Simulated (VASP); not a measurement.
# NiO in VASP: further runs, part 3 of 3

VASP 6.6.1.

## (5) Single point, PBE, collinear spin, ferromagnetic start

This run uses another cell than the first one, of 11.74 Å³/atom, 1.035 times its volume.

INCAR

```
SYSTEM = NiO
PREC = Accurate
ENCUT = 520
EDIFF = 1E-6
ISMEAR = 0
SIGMA = 0.1
LREAL = .False.
LASPH = .True.
NELM = 150
ALGO = Normal
ISIF = 2
LWAVE = .False.
LCHARG = .True.
ISPIN = 2
MAGMOM = 2 2 0 0
LORBIT = 11
LMAXMIX = 4
GGA = PE
LELF = .True.
LVHAR = .True.
NBANDS = 28
```

KPOINTS

```
Automatic mesh
0
Gamma
  4 6 6
  0 0 0
```

POSCAR

```
NiO
1.0
    4.9397455510      0.0000000000      0.0000000000
    0.0000000000      2.6429907451      0.0000000000
    0.0000000000      0.0000000000      3.5957545586
Ni O
2 2
Direct
    0.0000000000      0.0000000000      0.0000000000
    0.5000000000      0.0000000000      0.0000000000
    0.7500000000      0.5000000000      0.1726196112
    0.2500000000      0.5000000000      0.8273803888
```

Potentials or basis: VASP PAW PBE potentials, release 64 (Ni, O).

Started as:

```
> cat potpaw_PBE.64/Ni/POTCAR potpaw_PBE.64/O/POTCAR > POTCAR
> mpirun -np 1 vasp_std > vasp.out
```

OUTCAR:

```text
SYSTEM = NiO
   PREC = Accurate
   ENCUT = 520
   EDIFF = 1E-6
   ISMEAR = 0
   LREAL = .False.
   LASPH = .True.
   NELM = 150
   ISIF = 2
   ISPIN = 2
   LORBIT = 11
   GGA = PE

 ion  position               nearest neighbor table
   1  0.000  0.000  0.000-   3 1.91   4 1.91   3 1.91   4 1.91   2 2.47   2 2.47
   2  0.500  0.000  0.000-   3 1.91   4 1.91   3 1.91   4 1.91   1 2.47   1 2.47
   3  0.750  0.500  0.173-   1 1.91   2 1.91   1 1.91   2 1.91
   4  0.250  0.500  0.827-   1 1.91   2 1.91   1 1.91   2 1.91

  LATTYP: Found a simple orthorhombic cell.
 ALAT       =     2.6429907451
 B/A-ratio  =     1.3604870033
 C/A-ratio  =     1.8689984292

  Lattice vectors:

 A1 = (   0.0000000000,   2.6429907451,   0.0000000000)
 A2 = (   0.0000000000,   0.0000000000,   3.5957545586)
 A3 = (   4.9397455510,   0.0000000000,   0.0000000000)

Analysis of symmetry for initial positions (statically):
=====================================================================
 Subroutine PRICEL returns:
 Original cell was already a primitive cell.

 Routine SETGRP: Setting up the symmetry group for a
 simple orthorhombic supercell.

 Subroutine GETGRP returns: Found  8 space group operations
 (whereof  4 operations were pure point group operations)
 out of a pool of  8 trial point group operations.

The static configuration has the point symmetry C_2h.
 The point group associated with its full space group is D_2h.

Analysis of symmetry for dynamics (positions and initial velocities):
=====================================================================
 Subroutine PRICEL returns:
 Original cell was already a primitive cell.

 Routine SETGRP: Setting up the symmetry group for a
 simple orthorhombic supercell.

 Subroutine GETGRP returns: Found  8 space group operations
 (whereof  4 operations were pure point group operations)
 out of a pool of  8 trial point group operations.

The dynamic configuration has the point symmetry C_2h.
 The point group associated with its full space group is D_2h.

Analysis of structural, dynamic, and magnetic symmetry:
=====================================================================
 Subroutine PRICEL returns:
 Original cell was already a primitive cell.

 Routine SETGRP: Setting up the symmetry group for a
 simple orthorhombic supercell.

 Subroutine GETGRP returns: Found  8 space group operations
 (whereof  4 operations were pure point group operations)
 out of a pool of  8 trial point group operations.

The overall configuration has the point symmetry C_2h.
 The point group associated with its full space group is D_2h.

 Subroutine INISYM returns: Found  8 space group operations
 (whereof  4 operations are pure point group operations),
 and found     1 'primitive' translations

----------------------------------------------------------------------------------------

                                     Primitive cell

  volume of cell :      46.9451

  direct lattice vectors                    reciprocal lattice vectors
     4.939745551  0.000000000  0.000000000     0.202439577  0.000000000  0.000000000
     0.000000000  2.642990745  0.000000000     0.000000000  0.378359251  0.000000000
     0.000000000  0.000000000  3.595754559     0.000000000  0.000000000  0.278105745

  length of vectors
     4.939745551  2.642990745  3.595754559     0.202439577  0.378359251  0.278105745

  position of ions in fractional coordinates (direct lattice)
     0.000000000  0.000000000  0.000000000
     0.500000000  0.000000000  0.000000000
[... 80 lines left out ...]
   NELM   =    150;   NELMIN=  2; NELMDL= -5     # of ELM steps
   EDIFF  = 0.1E-05   stopping-criterion for ELM
   LREAL  =      F    real-space projection
   EDIFFG = 0.1E-04   stopping-criterion for IOM
   NSW    =      0    number of steps for IOM
   IBRION =     -1    ionic relax: 0-MD 1-quasi-New 2-CG
   NFREE  =      0    steps in history (QN), initial steepest desc. (CG)
   ISIF   =      2    stress and relaxation
   ISYM   =      2    0-nonsym 1-usesym 2-fastsym
   POTIM  = 0.5000    time-step for ionic-motion
   TEBEG  =    0.0;   TEEND  =   0.0 temperature during run
   PSTRESS=    0.0 pullay stress
   NELECT =      32.0000    total number of electrons
   NUPDOWN=      -1.0000    fix difference up-down
   EMIN   =  10.00;   EMAX   =-10.00  energy-range for DOS
   EFERMI =   0.00;   METHOD = LEGACY
   ISMEAR =     0;   SIGMA  =   0.10  broadening in eV -4-tet -1-fermi 0-gaus
   EFERMI_NEDOS =   21; number of points for ismear=-14 and -15
   IALGO  =     38    algorithm
   IMIX   =      4    mixing-type and parameters
     AMIX     =   0.40;   BMIX     =  1.00
     AMIX_MAG =   1.60;   BMIX_MAG =  1.00
  volume/ion in A,a.u.               =      11.74        79.20
  Fermi-wavevector in a.u.,A,eV,Ry     =   1.440770  2.722661 28.243232  2.075819
  Thomas-Fermi vector in A             =   2.559477
   LORBIT       =     11    0 simple, 1 ext, 2 COOP (PROOUT), +10 PAW based schemes
   GGA     = PE    functional components
   LHFCALC =     F    Hartree Fock is set to
   AEXX    =    0.0000 exact exchange contribution
   IVDW    =     0    specifies the selected vdW correction
   LEPSILON=     F    determine dielectric tensor
   LRPA    =     F    only Hartree local field effects (RPA)
 spin polarized calculation
 Gauss-broadening in eV      SIGMA  =   0.10
  energy-cutoff  :      520.00
  volume of cell :       46.95
 maximum number of plane-waves:      1284
 NGX is ok and might be reduce to    40
   NGX = 19   NGY =  9   NGZ = 13

 number of electron      31.9999982 magnetization       0.0005065

 Free energy of the ion-electron system (eV)
  ---------------------------------------------------
  ext. energy  EPLUGINS =         0.00000000
  ---------------------------------------------------
  free energy    TOTEN  =       -22.97457385 eV

  energy without entropy =      -22.96385996  energy(sigma->0) =      -22.96921690

 E-fermi :   4.5213     XC(G=0): -10.7979

 val. band max:        4.5083263823   @ k =   0.0000   0.0000   0.3333
 cond. band min:       4.5546173573   @ k =   0.2500   0.0000   0.3333
 fundamental gap:      0.0462909751
 Fermi energy:         4.5212509235

 spin component 1

 k-point     1 :       0.0000    0.0000    0.0000
  band No.  band energies     occupation
      1     -15.6093      1.00000
      2     -14.4640      1.00000
      3      -3.1710      1.00000
      4      -1.3868      1.00000
      5      -0.7040      1.00000
      6       0.9255      1.00000
[... 733 lines left out ...]
     27      21.2168      0.00000
     28      21.2168      0.00000

 [... further k-points ...]

 spin component 2

 k-point     1 :       0.0000    0.0000    0.0000
  band No.  band energies     occupation
      1     -15.6092      1.00000
      2     -14.4639      1.00000
      3      -3.1710      1.00000
      4      -1.3868      1.00000
      5      -0.7038      1.00000
      6       0.9256      1.00000
[... 733 lines left out ...]
     27      21.2169      0.00000
     28      21.2169      0.00000

 [... further k-points ...]
[... 5 lines left out ...]
  --------------------------------------------------------------------------------------
  -------------------------------------------------------------------------------------
  Total        0.2655759      0.2332631      0.0749640      0.0000000      0.0000000      0.0000000
  in kB        9.0637711      7.9609769      2.5584271      0.0000000      0.0000000      0.0000000
  external PRESSURE =       6.5277250 kB  Pullay stress =       0.0000000 kB

 VOLUME and BASIS-vectors are now :
 -----------------------------------------------------------------------------
  energy-cutoff  :      520.00
  volume of cell :       46.95
      direct lattice vectors                 reciprocal lattice vectors
     4.939745551  0.000000000  0.000000000     0.202439577  0.000000000  0.000000000
     0.000000000  2.642990745  0.000000000     0.000000000  0.378359251  0.000000000
     0.000000000  0.000000000  3.595754559     0.000000000  0.000000000  0.278105745

 POSITION                                       TOTAL-FORCE (eV/Angst)
 -----------------------------------------------------------------------------------
      0.00000      0.00000      0.00000         0.000000      0.000000      0.000000
      2.46987      0.00000      0.00000         0.000000      0.000000      0.000000
      3.70481      1.32150      0.62070         0.000000      0.000000      0.031918
      1.23494      1.32150      2.97506         0.000000      0.000000     -0.031918
 -----------------------------------------------------------------------------------
    total drift:                                0.000000      0.000000     -0.000000

  FREE ENERGIE OF THE ION-ELECTRON SYSTEM (eV)
  ---------------------------------------------------
  free  energy   TOTEN  =       -22.9745738489 eV

  energy  without entropy=      -22.9638599610  energy(sigma->0) =      -22.96921690

 total charge

# of ion       s       p       d       tot
------------------------------------------
    1        0.417   0.506   8.379   9.302
    2        0.417   0.506   8.379   9.302
    3        1.567   3.397   0.000   4.964
    4        1.567   3.397   0.000   4.964
--------------------------------------------------
tot          3.967   7.806  16.759  28.532

 magnetization (x)

# of ion       s       p       d       tot
------------------------------------------
    1        0.000   0.000   0.000   0.000
    2        0.000   0.000   0.000   0.000
    3       -0.000   0.000   0.000   0.000
    4       -0.000   0.000   0.000   0.000
--------------------------------------------------
tot          0.000   0.000   0.000   0.000
```

OSZICAR:

```text
N       E                     dE             d eps       ncg     rms          rms(c)
DAV:   1     0.273179025686E+03    0.27318E+03   -0.14880E+04  5464   0.141E+03
DAV:   2     0.181141726597E+01   -0.27137E+03   -0.23868E+03  5528   0.329E+02
DAV:   3    -0.277577559264E+02   -0.29569E+02   -0.28297E+02  6180   0.120E+02
DAV:   4    -0.283872186856E+02   -0.62946E+00   -0.62740E+00  6036   0.179E+01
DAV:   5    -0.284008908092E+02   -0.13672E-01   -0.13670E-01  6748   0.256E+00    0.257E+01
DAV:   6    -0.277723975209E+02    0.62849E+00   -0.30477E+01  7020   0.991E+01    0.315E+01
DAV:   7    -0.228276550771E+02    0.49447E+01   -0.11142E+01  6400   0.813E+01    0.925E+00
DAV:   8    -0.229542197934E+02   -0.12656E+00   -0.19586E+00  6468   0.131E+01    0.454E+00
DAV:   9    -0.229640742246E+02   -0.98544E-02   -0.11601E-01  6376   0.486E+00    0.167E+00
DAV:  10    -0.229710761862E+02   -0.70020E-02   -0.14015E-02  7320   0.180E+00    0.610E-01
DAV:  11    -0.229733054590E+02   -0.22293E-02   -0.30447E-03  7480   0.666E-01    0.276E-01
DAV:  12    -0.229740045364E+02   -0.69908E-03   -0.62726E-04  7044   0.461E-01    0.181E-01
DAV:  13    -0.229744464175E+02   -0.44188E-03   -0.41579E-04  7364   0.312E-01    0.516E-02
DAV:  14    -0.229745511814E+02   -0.10476E-03   -0.93842E-05  6856   0.115E-01    0.213E-02
DAV:  15    -0.229745693006E+02   -0.18119E-04   -0.10478E-05  6964   0.510E-02    0.943E-03
DAV:  16    -0.229745730025E+02   -0.37018E-05   -0.28630E-06  5592   0.218E-02    0.413E-03
DAV:  17    -0.229745738489E+02   -0.84645E-06   -0.70206E-07  4128   0.989E-03
   1 F= -.22974574E+02 E0= -.22969217E+02  d E =-.107139E-01  mag=     0.0003
```

stdout:

```text
POSCAR found type information on POSCAR NiO
 POSCAR found :  2 types and       4 ions
 scaLAPACK will be used
 LDA part: xc-table for (Slater+PW92), standard interpolation
 POSCAR, INCAR and KPOINTS ok, starting setup
 FFT: planning ... GRIDC
 FFT: planning ... GRID_SOFT
 FFT: planning ... GRID
 WAVECAR not read
 entering main loop
```

It took 3.1 min on 1 thread of AMD EPYC 7R13 (Zen 3), shared host; peak memory 0.2 GiB.

Results:

```yaml
Free_energy: -22.9746 eV
Pressure: 0.7 GPa
Largest_force: 0.032 eV/Å
Band_gap_on_the_k_mesh: zero (filled and empty bands overlap)
Net_moment: 0.00 μB per cell
Valence_electrons_inside_the_program's_atomic_spheres: Ni 9.30; O 4.96
```

Forces on the atoms (eV/Å):
```
Ni   0.000  0.000  0.000
Ni   0.000  0.000  0.000
O    0.000  0.000  0.032
O    0.000  0.000 -0.032
```

Levels at points of the mesh, in eV from the Fermi level:
Spin up:
```csv
k point,band 13,band 14,band 15,band 16,band 17,band 18,band 19,band 20
"(0.00, 0.00, 0.00)",-0.98,-0.97,-0.67,0.11,0.21,2.28,2.67,4.81
"(0.50, 0.00, 0.00)",-0.83,-0.83,-0.24,-0.24,0.79,0.79,4.56,4.56
"(0.00, 0.50, 0.00)",-1.02,-0.73,-0.65,-0.46,0.81,2.21,7.11,7.99
"(0.50, 0.50, 0.00)",-0.75,-0.75,-0.63,-0.63,1.06,1.06,7.15,7.15
"(0.00, 0.00, 0.50)",-1.03,-0.70,-0.62,-0.03,0.34,2.28,5.03,5.43
"(0.50, 0.00, 0.50)",-0.79,-0.79,-0.31,-0.31,0.81,0.81,5.88,5.88
"(0.00, 0.50, 0.50)",-0.83,-0.53,-0.46,-0.36,0.80,2.15,4.61,8.97
"(0.50, 0.50, 0.50)",-0.63,-0.63,-0.39,-0.39,1.21,1.21,5.60,5.60
```
Spin down:
| k point | band 13 | band 14 | band 15 | band 16 | band 17 | band 18 | band 19 | band 20 |
| --- | --- | --- | --- | --- | --- | --- | --- | --- |
| (0.00, 0.00, 0.00) | -0.98 | -0.97 | -0.67 | 0.11 | 0.21 | 2.28 | 2.67 | 4.81 |
| (0.50, 0.00, 0.00) | -0.83 | -0.83 | -0.24 | -0.24 | 0.79 | 0.79 | 4.56 | 4.56 |
| (0.00, 0.50, 0.00) | -1.02 | -0.73 | -0.65 | -0.46 | 0.81 | 2.21 | 7.11 | 7.99 |
| (0.50, 0.50, 0.00) | -0.75 | -0.75 | -0.63 | -0.63 | 1.06 | 1.06 | 7.15 | 7.15 |
| (0.00, 0.00, 0.50) | -1.03 | -0.70 | -0.62 | -0.03 | 0.35 | 2.28 | 5.03 | 5.43 |
| (0.50, 0.00, 0.50) | -0.79 | -0.79 | -0.31 | -0.31 | 0.81 | 0.81 | 5.88 | 5.88 |
| (0.00, 0.50, 0.50) | -0.83 | -0.53 | -0.46 | -0.36 | 0.80 | 2.15 | 4.61 | 8.97 |
| (0.50, 0.50, 0.50) | -0.63 | -0.63 | -0.39 | -0.39 | 1.21 | 1.21 | 5.60 | 5.60 |

Caveat: the k points lie up to 0.40 Å⁻¹ apart; the starting moments collapsed, and a magnetic state may lie lower; semilocal functionals often make such compounds metallic where correlation or magnetic order opens a gap, which also shifts bond lengths.

## (6) The runs side by side

```csv
task,cell,cutoff (eV),gap on the mesh (eV),pressure (GPa),largest force (eV/Å)
single point,"a = 3.425, b = 2.646, c = 5.004 Å, angles 90.0, 90.6, 90.0°, 4 atoms",520,none,0.7,0.07
single point,"a = 3.596, b = 2.643, c = 4.940 Å, angles 90.0, 90.2, 90.0°, 4 atoms",520,none,0.6,0.03
relaxation of cell and atoms,"relaxed from a = 3.425, b = 2.646, c = 5.004 Å, angles 90.0, 90.6, 90.0°, 4 atoms",600,none,0.4,0.01
```

Alike in all rows: level PBE; potentials or basis VASP PAW PBE potentials, release 64 (Ni, O); no spin polarisation; k mesh 6 × 6 × 4; smearing gaussian 0.1 eV.

Caveats: all runs use coarse meshes; the run has no spin polarisation, though such a crystal can be magnetic; semilocal functionals often make such compounds metallic where correlation or magnetic order opens a gap, which also shifts bond lengths.

Absolute energies hang on the potentials; compare differences alone.
